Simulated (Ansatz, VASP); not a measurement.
## Two plane-wave programs on Bi4Te3

```
Bi Te
1.0
     2.22513    1.28468   14.21551
    -2.22513    1.28468   14.21551
     0.00000   -2.56936   14.21551
Bi Te
4 3
Direct
  0.71366 0.71366 0.71366
  0.28634 0.28634 0.28634
  0.14742 0.14742 0.14742
  0.85258 0.85258 0.85258
  0.00000 0.00000 0.00000
  0.42002 0.42002 0.42002
  0.57998 0.57998 0.57998
```

Alike in both runs: task single point; functional LDA; k mesh 6 × 6 × 6; occupations fermi-dirac, width 0.02 eV; no spin polarisation.

```csv
,VASP,Ansatz
version,VASP 6.6.1,Ansatz 0.2.0
potentials or method,"VASP PAW LDA potentials, release 64 (Bi_d, Te)","plane waves, PAW"
plane-wave cutoff (eV),520,420
valence electrons in the cell,78,108
```

|  | VASP | Ansatz | Ansatz less VASP |
| --- | --- | --- | --- |
| pressure (GPa) | -1.9 | -2.0 | -0.09 |
| traceless stress, the component that is largest in VASP (GPa) | -0.27 | -0.26 | +0.006 |
| rms of the force components (eV/Å) | 0.021 | 0.008 | -0.0131 |

LDA's correlation is that of Perdew and Zunger in VASP and of Perdew and Wang (1992) in Ansatz. Atom by atom the forces differ by 0.014 eV/Å (rms over components). VASP's potentials hold 78 valence electrons a cell and Ansatz's 108, so a difference there can come from the potentials and not from the codes.

Spin-orbit coupling is off throughout.
